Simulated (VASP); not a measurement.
Set up this calculation in VASP 6.6.1, as the native input.

```yaml
Task: single point
Functional: r2SCAN
Dispersion: D3(BJ)
Potentials_or_basis: VASP PAW PBE potentials, release 64 (Ni, Ge_d)
Cutoff: 520 eV
k_mesh: 12 × 12 × 12
Occupations: gaussian, width 0.1 eV
Spin: no spin polarisation
Dipole_correction: no
Further_INCAR_settings: ALGO = Normal; EDIFF = 1e-07; NBANDS = 30
```

Ni3Ge:

```
Ni Ge
1.0
     3.52293    0.00000    0.00000
     0.00000    3.52293    0.00000
     0.00000    0.00000    3.52293
Ni Ge
3 1
Direct
  0.50000 0.00000 0.50000
  0.00000 0.50000 0.50000
  0.50000 0.50000 0.00000
  0.00000 0.00000 0.00000
```

These files were run (other wordings do the same):

POSCAR

```
Ni3Ge
1.0
    3.5229266098      0.0000000000      0.0000000000
    0.0000000000      3.5229266098      0.0000000000
    0.0000000000      0.0000000000      3.5229266098
Ni Ge
3 1
Direct
    0.5000000000      0.0000000000      0.5000000000
    0.0000000000      0.5000000000      0.5000000000
    0.5000000000      0.5000000000      0.0000000000
    0.0000000000      0.0000000000      0.0000000000
```

INCAR.step1

```
  ALGO = Normal
  EDIFF = 1E-4
  ENCUT = 520
  GGA = PE
  ISMEAR = 0
  LASPH = True
  LCHARG = False
  LREAL = False
  LWAVE = True
  NBANDS = 30
  NELM = 100
  PREC = Accurate
  SIGMA = 0.1
```

INCAR.step2

```
  ALGO = Normal
  EDIFF = 1E-7
  ENCUT = 520
  ISIF = 2
  ISMEAR = 0
  ISTART = 1
  IVDW = 12
  LASPH = True
  LCHARG = False
  LMIXTAU = True
  LREAL = False
  LWAVE = False
  METAGGA = R2SCAN
  NBANDS = 30
  NELM = 100
  PREC = Accurate
  SIGMA = 0.1
  VDW_A1 = 0.49484001
  VDW_A2 = 5.73083694
  VDW_S6 = 1.0
  VDW_S8 = 0.78981345
```

KPOINTS

```
k-points
0
Gamma
  12 12 12
```

Potentials or basis: VASP PAW PBE potentials, release 64 (Ni, Ge_d).

Launch:

```sh
$ cat potpaw_PBE.64/Ni/POTCAR potpaw_PBE.64/Ge_d/POTCAR > POTCAR
$ cp INCAR.step1 INCAR
$ mpirun -np 1 vasp_std > vasp.out
$ cp INCAR.step2 INCAR
$ mpirun -np 1 vasp_std > vasp.out
```

Results of the run:

```yaml
Pressure: -1.3 GPa
Band_gap_on_the_k_mesh: zero (bands 22 and 23 overlap by 0.27 eV)
Dispersion_energy_per_atom: -0.233 eV
```

Caveat: three body term missing; the PAW data sets were made with another functional, which shifts forces and pressure a little.

Run time: 13 min on 1 thread of Intel Xeon 8259CL, on a shared host, peak memory 0.24 GiB.
